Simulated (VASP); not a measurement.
# SnH5 (P6/mmm) in VASP: a series of runs, part 3 of 3

VASP 6.6.1.

### 5 Single point, PBE

This run uses another cell than the first one, of 8.49 Å³/atom, 1.003 times its volume.

Input file INCAR:

```
ALGO     = Normal         # electronic algorithm
EDIFF    = 1E-6           # SCF threshold, eV
ENCUT    = 520            # plane-wave cutoff, eV
GGA      = PE             # functional
ISIF     = 2              # what is computed and relaxed
ISMEAR   = 0              # smearing method
LASPH    = T              # aspherical terms in the spheres
LCHARG   = F              # write CHGCAR
LREAL    = F              # projectors in reciprocal space
LWAVE    = F              # write WAVECAR
NBANDS   = 18             # bands
NELM     = 100            # most SCF steps
PREC     = Accurate       # precision mode
SIGMA    = 0.1            # smearing width, eV
```

Input file KPOINTS:

```
k-points
0
Gamma
  6 6 4
```

Input file POSCAR:

```
SnH5
1.0
    3.1365873711     -0.0000000023      0.0000000000
   -1.5682936835      2.7163643457      0.0000000000
    0.0000000000      0.0000000000      5.9782573608
Sn H
1 5
Direct
    0.0000000000      0.0000000000      0.5000000000
    0.0000000000      0.0000000000      0.1750310476
    0.0000000000      0.0000000000      0.8249689524
    0.0000000000      0.0000000000      0.0000000000
    0.3333333333      0.6666666667      0.0000000000
    0.6666666667      0.3333333333      0.0000000000
```

Potentials or basis: VASP PAW PBE potentials, release 64 (Sn_d, H).

Run with:

```bash
$ cat potpaw_PBE.64/Sn_d/POTCAR potpaw_PBE.64/H/POTCAR > POTCAR
$ mpirun -np 1 vasp_std > vasp.out
```

OUTCAR:

```text
EDIFF = 1E-6
   ENCUT = 520
   GGA = PE
   ISIF = 2
   ISMEAR = 0
   LASPH = T
   LREAL = F
   NELM = 100
   PREC = Accurate

 ion  position               nearest neighbor table
   1  0.000  0.000  0.500-   2 1.94   3 1.94
   2  0.000  0.000  0.175-   1 1.94
   3  0.000  0.000  0.825-   1 1.94
   4  0.000  0.000  0.000-
   5  0.333  0.667  0.000-
   6  0.667  0.333  0.000-

  LATTYP: Found a hexagonal cell.
 ALAT       =     3.1365873711
 C/A-ratio  =     1.9059750785

  Lattice vectors:

 A1 = (   3.1365873711,  -0.0000000023,   0.0000000000)
 A2 = (  -1.5682936835,   2.7163643457,   0.0000000000)
 A3 = (   0.0000000000,   0.0000000000,   5.9782573608)

Analysis of symmetry for initial positions (statically):
=====================================================================
 Subroutine PRICEL returns:
 Original cell was already a primitive cell.

 Routine SETGRP: Setting up the symmetry group for a
 hexagonal supercell.

 Subroutine GETGRP returns: Found 24 space group operations
 (whereof 24 operations were pure point group operations)
 out of a pool of 24 trial point group operations.

The static configuration has the point symmetry D_6h.

Analysis of symmetry for dynamics (positions and initial velocities):
=====================================================================
 Subroutine PRICEL returns:
 Original cell was already a primitive cell.

 Routine SETGRP: Setting up the symmetry group for a
 hexagonal supercell.

 Subroutine GETGRP returns: Found 24 space group operations
 (whereof 24 operations were pure point group operations)
 out of a pool of 24 trial point group operations.

The dynamic configuration has the point symmetry D_6h.

 Subroutine INISYM returns: Found 24 space group operations
 (whereof 24 operations are pure point group operations),
 and found     1 'primitive' translations

----------------------------------------------------------------------------------------

                                     Primitive cell

  volume of cell :      50.9354

  direct lattice vectors                    reciprocal lattice vectors
     3.136587371 -0.000000002  0.000000000     0.318817837  0.184069564  0.000000000
    -1.568293684  2.716364346  0.000000000     0.000000000  0.368139128  0.000000000
     0.000000000  0.000000000  5.978257361     0.000000000  0.000000000  0.167272825

  length of vectors
     3.136587371  3.136587371  5.978257361     0.368139128  0.368139128  0.167272825

  position of ions in fractional coordinates (direct lattice)
     0.000000000  0.000000000  0.500000000
     0.000000000  0.000000000  0.175031048
     0.000000000  0.000000000  0.824968952
     0.000000000  0.000000000  0.000000000
     0.333333333  0.666666667  0.000000000
     0.666666667  0.333333333  0.000000000

  ion indices of the primitive-cell ions
   primitive index   ion index
                 1           1
                 2           2
[... 24 lines left out ...]
     0.000000000  0.000000000  0.000000000

 Subroutine IBZKPT returns following result:
 ===========================================

 Found     21 irreducible k-points:

 Following reciprocal coordinates:
            Coordinates               Weight
  0.000000  0.000000  0.000000      1.000000
  0.166667  0.000000  0.000000      6.000000
  0.333333  0.000000  0.000000      6.000000
  0.500000  0.000000  0.000000      3.000000
  0.166667  0.166667  0.000000      6.000000
  0.333333  0.166667  0.000000     12.000000
[... 13 lines left out ...]
  0.333333  0.166667  0.500000     12.000000
  0.333333  0.333333  0.500000      2.000000
   k-points           NKPTS =     21   k-points in BZ     NKDIM =     21   number of bands    NBANDS=     18
   number of dos      NEDOS =    301   number of ions     NIONS =      6
   total plane-waves  NPLWV =  27648
   dimension x,y,z NGX =    24 NGY =   24 NGZ =   48
   dimension x,y,z NGXF=    48 NGYF=   48 NGZF=   96
   ions per type =               1   5
   NGX,Y,Z   is equivalent  to a cutoff of  12.72, 12.72, 13.35 a.u.
   NGXF,Y,Z  is equivalent  to a cutoff of  25.44, 25.44, 26.70 a.u.
 SYSTEM =  unknown system
   PREC   = accura    normal or accurate (medium, high low for compatibility)
   ISTART =      0    job   : 0-new  1-cont  2-samecut
   ICHARG =      2    charge: 1-file 2-atom 10-const
   ISPIN  =      1    spin polarized calculation?
   LNONCOLLINEAR =      F non collinear calculations
   LSORBIT =      F    spin-orbit coupling
   LASPH  =      T    aspherical Exc in radial PAW
   ENCUT  =  520.0 eV  38.22 Ry    6.18 a.u.   5.83  5.83 11.12*2*pi/ulx,y,z
   NELM   =    100;   NELMIN=  2; NELMDL= -5     # of ELM steps
   EDIFF  = 0.1E-05   stopping-criterion for ELM
   LREAL  =      F    real-space projection
   EDIFFG = 0.1E-04   stopping-criterion for IOM
   NSW    =      0    number of steps for IOM
   IBRION =     -1    ionic relax: 0-MD 1-quasi-New 2-CG
   NFREE  =      0    steps in history (QN), initial steepest desc. (CG)
   ISIF   =      2    stress and relaxation
   ISYM   =      2    0-nonsym 1-usesym 2-fastsym
   POTIM  = 0.5000    time-step for ionic-motion
   TEBEG  =    0.0;   TEEND  =   0.0 temperature during run
   PSTRESS=    0.0 pullay stress
   NELECT =      19.0000    total number of electrons
   NUPDOWN=      -1.0000    fix difference up-down
   EMIN   =  10.00;   EMAX   =-10.00  energy-range for DOS
   EFERMI =   0.00;   METHOD = LEGACY
   ISMEAR =     0;   SIGMA  =   0.10  broadening in eV -4-tet -1-fermi 0-gaus
   EFERMI_NEDOS =   21; number of points for ismear=-14 and -15
   IALGO  =     38    algorithm
   IMIX   =      4    mixing-type and parameters
     AMIX     =   0.40;   BMIX     =  1.00
     AMIX_MAG =   1.60;   BMIX_MAG =  1.00
  volume/ion in A,a.u.               =       8.49        57.29
  Fermi-wavevector in a.u.,A,eV,Ry     =   1.178472  2.226990 18.895728  1.388797
  Thomas-Fermi vector in A             =   2.314801
   LORBIT       =      0    0 simple, 1 ext, 2 COOP (PROOUT), +10 PAW based schemes
   GGA     = PE    functional components
   LHFCALC =     F    Hartree Fock is set to
   AEXX    =    0.0000 exact exchange contribution
   IVDW    =     0    specifies the selected vdW correction
   LEPSILON=     F    determine dielectric tensor
   LRPA    =     F    only Hartree local field effects (RPA)
 non-spin polarized calculation
 Gauss-broadening in eV      SIGMA  =   0.10
  energy-cutoff  :      520.00
  volume of cell :       50.94
 maximum number of plane-waves:      1382
 NGX is ok and might be reduce to    24
   NGX = 11   NGY = 11   NGZ = 23

 number of electron      19.0000011 magnetization

 Free energy of the ion-electron system (eV)
  ---------------------------------------------------
  ext. energy  EPLUGINS =         0.00000000
  ---------------------------------------------------
  free energy    TOTEN  =       -15.43777096 eV

  energy without entropy =      -15.41966818  energy(sigma->0) =      -15.42871957

 E-fermi :   4.0024     XC(G=0):  -9.6206

 val. band max:        3.9141971802   @ k =   0.3333   0.1667   0.0000
 cond. band min:       4.0201465545   @ k =   0.3333   0.1667   0.2500
 fundamental gap:      0.1059493743
 Fermi energy:         4.0023914703

 k-point     1 :       0.0000    0.0000    0.0000
  band No.  band energies     occupation
      1     -17.7222      2.00000
      2     -17.7082      2.00000
      3     -17.7082      2.00000
      4     -17.4849      2.00000
      5     -17.4849      2.00000
      6      -7.7092      2.00000
[... 418 lines left out ...]
      5     -17.5387      2.00000
      6      -3.5350      2.00000
[... 10 lines left out ...]
     17      13.5471      0.00000
     18      19.2488      0.00000

------------------------ aborting loop because EDIFF is reached ----------------------------------------

  FORCE on cell =-STRESS in cart. coord.  units (eV):
  Direction    XX          YY          ZZ          XY          YZ          ZX
  --------------------------------------------------------------------------------------
  -------------------------------------------------------------------------------------
  Total       -0.1343767     -0.1343767     -0.1235150     -0.0000000     -0.0000000      0.0000000
  in kB       -4.2268281     -4.2268281     -3.8851714     -0.0000000     -0.0000000      0.0000000
  external PRESSURE =      -4.1129425 kB  Pullay stress =       0.0000000 kB

 VOLUME and BASIS-vectors are now :
 -----------------------------------------------------------------------------
  energy-cutoff  :      520.00
  volume of cell :       50.94
      direct lattice vectors                 reciprocal lattice vectors
     3.136587371 -0.000000002  0.000000000     0.318817837  0.184069564  0.000000000
    -1.568293684  2.716364346  0.000000000     0.000000000  0.368139128  0.000000000
     0.000000000  0.000000000  5.978257361     0.000000000  0.000000000  0.167272825

 POSITION                                       TOTAL-FORCE (eV/Angst)
 -----------------------------------------------------------------------------------
      0.00000      0.00000      2.98913        -0.000000      0.000000     -0.000000
      0.00000      0.00000      1.04638        -0.000000      0.000000      0.003770
      0.00000      0.00000      4.93188         0.000000     -0.000000     -0.003770
      0.00000      0.00000      0.00000        -0.000000      0.000000     -0.000000
      0.00000      1.81091      0.00000        -0.000000     -0.000000     -0.000000
      1.56829      0.90545      0.00000         0.000000     -0.000000      0.000000
 -----------------------------------------------------------------------------------
    total drift:                               -0.000000      0.000000      0.000000

  FREE ENERGIE OF THE ION-ELECTRON SYSTEM (eV)
  ---------------------------------------------------
  free  energy   TOTEN  =       -15.4377709618 eV

  energy  without entropy=      -15.4196681829  energy(sigma->0) =      -15.42871957
```

Run time: 18 s. Hardware: 1 thread of Intel Xeon Platinum 8259CL at 2.50GHz (Skylake/Cascade Lake), shared host; peak memory 0.17 GiB.

What came out:

| Quantity | Value |
| --- | --- |
| Free energy | -15.4378 eV |
| Pressure | -0.4 GPa |
| Largest force | 0.004 eV/Å |

Forces in eV/Å, atoms in the order of the input:
```
Sn   0.000  0.000  0.000
H    0.000  0.000  0.004
H    0.000  0.000 -0.004
H    0.000  0.000  0.000
H    0.000  0.000  0.000
H    0.000  0.000  0.000
```

Caveat: the k points lie up to 0.39 Å⁻¹ apart; spin-orbit coupling is left out, which moves the levels of the heavy elements.

### 6 Relaxation of cell and atoms, PBE

This run uses another cell than the first one, of 13.17 Å³/atom, 1.556 times its volume.

Input file INCAR:

```
PREC = Accurate ; ENCUT = 600
EDIFF = 1E-6 ; ISMEAR = 0
SIGMA = 0.1 ; LREAL = False
LASPH = True ; NELM = 100
ALGO = Normal ; ISIF = 3
LWAVE = False ; LCHARG = False
GGA = PE ; IBRION = 2
NSW = 90 ; EDIFFG = -0.04
```

Input file KPOINTS:

```
Automatic mesh
0
Gamma
  6 6 4
```

Input file POSCAR:

```
SnH5
1.0
    3.9432443700      0.0000000000      0.0000000000
   -1.9716221800      3.4149498000      0.0000000000
    0.0000000000      0.0000000000      5.8678220300
Sn H
1 5
Direct
    0.0000000000      0.0000000000      0.5000000000
    0.0000000000      0.0000000000      0.2050208300
    0.0000000000      0.0000000000      0.7949791700
    0.0000000000      0.0000000000      0.0000000000
    0.3333333300      0.6666666700      0.0000000000
    0.6666666700      0.3333333300      0.0000000000
```

Potentials or basis: VASP PAW PBE potentials, release 64 (Sn_d, H).

Run with:

```bash
$ cat potpaw_PBE.64/Sn_d/POTCAR potpaw_PBE.64/H/POTCAR > POTCAR
$ mpirun -np 1 vasp_std > vasp.out
```

Run time: 4.2 min. Hardware: 1 thread of Intel Xeon Platinum 8259CL at 2.50GHz (Skylake/Cascade Lake), shared host; peak memory 0.24 GiB.

The run converged. Its results:

- Free energy: -15.4408 eV
- Relaxed volume: 8.42 Å³/atom
- Relaxed cell: a = 3.128 Å, b = 3.128 Å, c = 5.964 Å, α = 90.00°, β = 90.00°, γ = 120.00°
- Space group after relaxing (to 0.05 Å): P6/mmm (No. 191)
- Energy gained by relaxing: 267.2 meV/atom
- Ionic steps: 17
- Pressure after relaxing: 0.1 GPa
- Largest force after relaxing: 0.029 eV/Å

Forces in eV/Å, atoms in the order of the input:
```
Sn   0.000  0.000  0.000
H    0.000  0.000 -0.029
H    0.000  0.000  0.029
H    0.000  0.000  0.000
H    0.000  0.000  0.000
H    0.000  0.000  0.000
```

Stress tensor (GPa, compression positive):
```
0.03 0.00 0.00
0.00 0.03 0.00
0.00 0.00 0.35
```

The path:
| step | energy change (eV) | largest force (eV/Å) | pressure (GPa) | volume (Å³) |
| --- | --- | --- | --- | --- |
| 1 | 0.0000 | 2.5112 | -4.99 | 79.02 |
| 2 | -0.6804 | 1.4536 | -5.98 | 74.40 |
| 3 | -1.1045 | 1.0736 | -4.29 | 67.07 |
| 4 | -1.1127 | 0.4516 | -4.96 | 68.39 |
| 5 | -1.1153 | 0.5990 | -4.82 | 68.06 |
| 6 | -1.2842 | 0.5838 | -3.59 | 62.94 |
| 7 | -1.4294 | 0.6137 | -0.66 | 56.15 |
| 8 | -1.2053 | 0.8522 | 13.64 | 43.97 |
| 9 | -1.4518 | 0.6854 | 1.17 | 53.45 |
| 10 | -1.5394 | 0.1119 | 0.41 | 52.76 |
| 11 | -1.5594 | 0.2870 | -0.28 | 52.42 |
| 12 | -1.5577 | 0.5520 | -0.99 | 51.69 |
| 13 | -1.5656 | 0.4287 | -0.74 | 52.07 |
| 14 | -1.5842 | 0.1781 | -0.88 | 50.94 |
| 15 | -1.5916 | 0.2513 | -0.89 | 51.35 |
| 16 | -1.6027 | 0.0877 | -0.18 | 50.71 |
| 17 | -1.6035 | 0.0291 | 0.14 | 50.52 |

Final structure:
```cif
data_structure
_symmetry_space_group_name_H-M 'P 1'
_symmetry_Int_Tables_number 1
_cell_length_a 3.1277
_cell_length_b 3.1277
_cell_length_c 5.9636
_cell_angle_alpha 90.000
_cell_angle_beta 90.000
_cell_angle_gamma 120.000
_cell_volume 50.52
loop_
_atom_site_label
_atom_site_type_symbol
_atom_site_fract_x
_atom_site_fract_y
_atom_site_fract_z
_atom_site_occupancy
Sn1 Sn 0.00000 0.00000 0.50000 1
H1 H 0.00000 0.00000 0.17593 1
H2 H 0.00000 0.00000 0.82407 1
H3 H 0.00000 0.00000 0.00000 1
H4 H 0.33333 0.66667 0.00000 1
H5 H 0.66667 0.33333 0.00000 1
```

Levels at points of the mesh, in eV from the Fermi level:
```csv
k point,band 6,band 7,band 8,band 9,band 10,band 11,band 12,band 13
"(0.00, 0.00, 0.00)",-11.78,-8.73,-5.78,1.16,5.00,5.59,7.03,8.95
"(0.50, 0.00, 0.00)",-8.48,-4.66,-4.36,-3.59,-2.76,1.62,4.11,4.70
"(0.00, 0.00, 0.50)",-10.82,-10.76,-2.03,-1.34,1.88,5.60,9.10,9.10
"(0.50, 0.00, 0.50)",-8.04,-6.56,-3.95,-3.80,1.09,1.13,2.34,4.82
```

Caveat: the volume moved by over 15 % at a fixed basis, so the end points are rough; spin-orbit coupling is left out, which moves the levels of the heavy elements.

### 7 The runs side by side

| task | cell | k mesh | cutoff (eV) | gap on the mesh (eV) | pressure (GPa) | relaxed volume (Å³/atom) | largest force (eV/Å) |
| --- | --- | --- | --- | --- | --- | --- | --- |
| single point | a = 3.140, b = 3.140, c = 5.947 Å, angles 90.0, 90.0, 120.0°, 6 atoms | 15 × 15 × 6 | 520 | none | -0.2 | - | 0.02 |
| relaxation of cell and atoms | relaxed from a = 3.137, b = 3.137, c = 5.978 Å, angles 90.0, 90.0, 120.0°, 6 atoms | 15 × 15 × 6 | 600 | none | 0.0 | 8.45 | 0.01 |
| single point | a = 3.943, b = 3.943, c = 5.868 Å, angles 90.0, 90.0, 120.0°, 6 atoms | 6 × 6 × 4 | 520 | none | -5.1 | - | 2.51 |
| single point | a = 3.137, b = 3.137, c = 5.978 Å, angles 90.0, 90.0, 120.0°, 6 atoms | 6 × 6 × 4 | 520 | none | -0.4 | - | - |
| relaxation of cell and atoms | relaxed from a = 3.943, b = 3.943, c = 5.868 Å, angles 90.0, 90.0, 120.0°, 6 atoms | 6 × 6 × 4 | 600 | none | 0.1 | 8.42 | 0.03 |

Alike in all rows: level PBE; potentials or basis VASP PAW PBE potentials, release 64 (Sn_d, H); no spin polarisation; smearing gaussian 0.1 eV.

Caveats: some runs use coarse meshes; spin-orbit coupling is left out, which moves the levels of the heavy elements; forces of over 1 eV/Å act on the atoms, so gaps and moduli don't describe the material at rest (some runs); the volume moved by over 15 % at a fixed basis, so the end points are rough (some runs).

Total energies depend on the potentials used, so only differences within one code and one set of settings carry meaning.
